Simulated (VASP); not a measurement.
A run of VASP 6.6.1:

Contents of INCAR:

```
SYSTEM = AgCl
PREC     = Accurate       ! precision mode
ENCUT    = 500            ! plane-wave cutoff, eV
EDIFF    = 1E-6           ! SCF threshold, eV
ISMEAR   = 0              ! smearing method
SIGMA    = 0.02           ! smearing width, eV
LREAL    = .False.        ! projectors in reciprocal space
LASPH    = .True.         ! aspherical terms in the spheres
NELM     = 120            ! most SCF steps
ALGO     = Normal         ! electronic algorithm
ISIF     = 2              ! what is computed and relaxed
LWAVE    = .False.        ! write WAVECAR
LCHARG   = .True.         ! write CHGCAR
GGA      = PE             ! functional
LELF     = .True.         ! ELF
LVHAR    = .True.       
NBANDS   = 26             ! bands
GGA_COMPAT= .False.
```

The input KPOINTS:

```
Automatic mesh
0
Gamma
  8 8 6
  0 0 0
```

The input POSCAR:

```
AgCl
1.0
    3.9268790000      0.0000000000      0.0000000000
    0.0000000000      4.0030470000      0.0000000000
   -0.5491550000      0.0000000000      5.5724250000
Ag Cl
2 2
Direct
    0.1840190000      0.2500000000      0.2180810000
    0.8732784110      0.7500000000      0.7819190000
    0.7076580000      0.7500000000      0.2625640000
    0.2923420000      0.2500000000      0.7374360000
```

Potentials or basis: VASP PAW PBE potentials, release 64 (Ag, Cl).

Run with:

```console
$ cat potpaw_PBE.64/Ag/POTCAR potpaw_PBE.64/Cl/POTCAR > POTCAR
$ mpirun -np 1 vasp_std > vasp.out
```

Hardware: 1 thread of Intel(R) Xeon(R) 6975P-C (Granite Rapids) (shared host).

**Question.** How long does it take, and how much memory?

**Answer.** Wall time 86 s on 1 thread of Intel(R) Xeon(R) 6975P-C (Granite Rapids), with other jobs on the host, peak memory 0.35 GiB. Counts: scf iterations 13, k points 130.
